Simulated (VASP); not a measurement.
YB6, 7 atoms in the cell. The structure is cubic, space group Pm-3m (No. 221). The conventional cell has a = 4.041 Å, b = 4.041 Å, c = 4.041 Å, α = 90.00°, β = 90.00°, γ = 90.00°. Within 4.1 Å of Y (site symmetry m-3m) lie 24 B at 2.97 Å and 6 Y at 4.04 Å. Within 2.1 Å of B (site symmetry 4mm) lie 5 B at 1.61 to 1.72 Å. 

| Quantity | Value |
| --- | --- |
| Program | VASP 6.6.1 |
| Task | relaxation of cell and atoms |
| Functional | LDA |
| Potentials or basis | VASP PAW LDA potentials, release 64 (Y_sv, B) |
| Cutoff | 600 eV |
| k mesh | 10 × 10 × 10 |
| Occupations | gaussian, width 0.1 eV |
| Spin | no spin polarisation |
| Dipole correction | no |
| Further INCAR settings | ALGO = Normal; EDIFF = 1e-06; IBRION = 2; EDIFFG = -0.005; NSW = 100; ISIF = 3 |

Potentials or basis: VASP PAW LDA potentials, release 64 (Y_sv, B).

The run is started by

```sh
$ cat potpaw_LDA.64/Y_sv/POTCAR potpaw_LDA.64/B/POTCAR > POTCAR
$ mpirun -np 1 vasp_std > vasp.out
```

Hardware: 1 thread of Intel(R) Xeon(R) 6975P-C (Granite Rapids) (shared host).

**Question.** How long does it take, and how much memory?

**Answer.** It took 50 s on 1 thread of Intel(R) Xeon(R) 6975P-C (Granite Rapids), on a shared host, peak memory 0.22 GiB. Counts: scf iterations 26, k points 56, ion steps 3.
